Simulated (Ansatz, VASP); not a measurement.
**Ge in VASP and in Ansatz**

The input INCAR:

```
ALGO = Normal
EDIFF = 1E-6
ENCUT = 500
GGA = PS
GGA_COMPAT = F
ISIF = 2
ISMEAR = 0
LASPH = T
LCHARG = T
LELF = T
LREAL = F
LVHAR = T
LWAVE = F
NBANDS = 21
NELM = 120
PREC = Accurate
SIGMA = 0.1
```

Contents of KPOINTS:

```
k-points
0
Gamma
  4 4 4
```

File POSCAR:

```
Ge
1.0
    0.0000000000      2.8378616883      2.8378616883
    2.8378616883      0.0000000000      2.8378616883
    2.8378616883      2.8378616883      0.0000000000
Ge
2
Direct
    0.5000000000      0.5000000000      0.5000000000
    0.7500000000      0.7500000000      0.7500000000
```

Input for Ansatz:

```yaml
crystal:
  lattice:
    - [0.0, 2.8378616883, 2.8378616883]
    - [2.8378616883, 0.0, 2.8378616883]
    - [2.8378616883, 2.8378616883, 0.0]
  atoms:
    - { symbol: Ge, position: [0.5, 0.5, 0.5] }
    - { symbol: Ge, position: [0.75, 0.75, 0.75] }
basis:
  ecutwfc: 420
kpoints:
  mp_grid: { grid: [4, 4, 4] }
hamiltonian:
  xc: pbesol
  pseudopotentials: { kind: paw, azcp: { folder: soft_1 } }
scf:
  occupations: { method: gaussian, width: 0.1 }
output:
  forces: true
  stress: true
  eigenvalues: true
```

Alike in both runs: task single point; functional PBEsol; k mesh 4 × 4 × 4; occupations gaussian, width 0.1 eV; no spin polarisation.

|  | VASP | Ansatz |
| --- | --- | --- |
| version | VASP 6.6.1 | Ansatz 0.2.0 |
| potentials or method | VASP PAW PBE potentials, release 64 (Ge_d), cutoff 500 eV | scalar-relativistic, plane waves, PAW |
| valence electrons in the cell | 28 | 28 |

```tsv
	VASP	Ansatz	Ansatz less VASP
gap on the k mesh at the Fermi level (eV)	none	none	-
pressure (GPa)	0.8	1.0	+0.17
```

VASP's potentials were made for PBE, not for PBEsol, and Ansatz warns of the same on its side. A gap of «none» marks a metal or a gap that the smearing closes.

The k mesh is coarse, so the values compare programs but aren't converged.
